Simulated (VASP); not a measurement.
A run of VASP 6.6.1 is set up as follows.

The input INCAR:

```
  PREC = Accurate
  ENCUT = 520
  EDIFF = 1E-6
  ISMEAR = 0
  SIGMA = 0.05
  LREAL = F
  LASPH = T
  NELM = 100
  ALGO = Normal
  ISIF = 2
  LWAVE = F
  LCHARG = F
  GGA = PE
  NBANDS = 17
```

Contents of KPOINTS:

```
regular mesh
0
Gamma
  10 10 8
```

File POSCAR:

```
TePb
1.0
    4.4947817054      0.0000000000      0.0000000000
   -2.2473908527      3.8925951413      0.0000000000
    0.0000000000      0.0000000000      4.1995051169
Pb Te
1 1
Direct
    0.0000000000      0.0000000000      0.0000000000
    0.6666666667      0.3333333333      0.5000000000
```

Potentials or basis: VASP PAW PBE potentials, release 64 (Pb_d, Te).

Run with:

```sh
$ cat potpaw_PBE.64/Pb_d/POTCAR potpaw_PBE.64/Te/POTCAR > POTCAR
$ mpirun -np 1 vasp_std > vasp.out
```

Task: What does it give for the band gap on the k mesh?

Result: Zero (band 10 reaches 4.90 eV, above the bottom of band 11 at 4.51 eV).

Task: What does it give for the pressure?

Result: -0.7 GPa.

Caveat: spin-orbit coupling is left out, which moves the levels of the heavy elements.
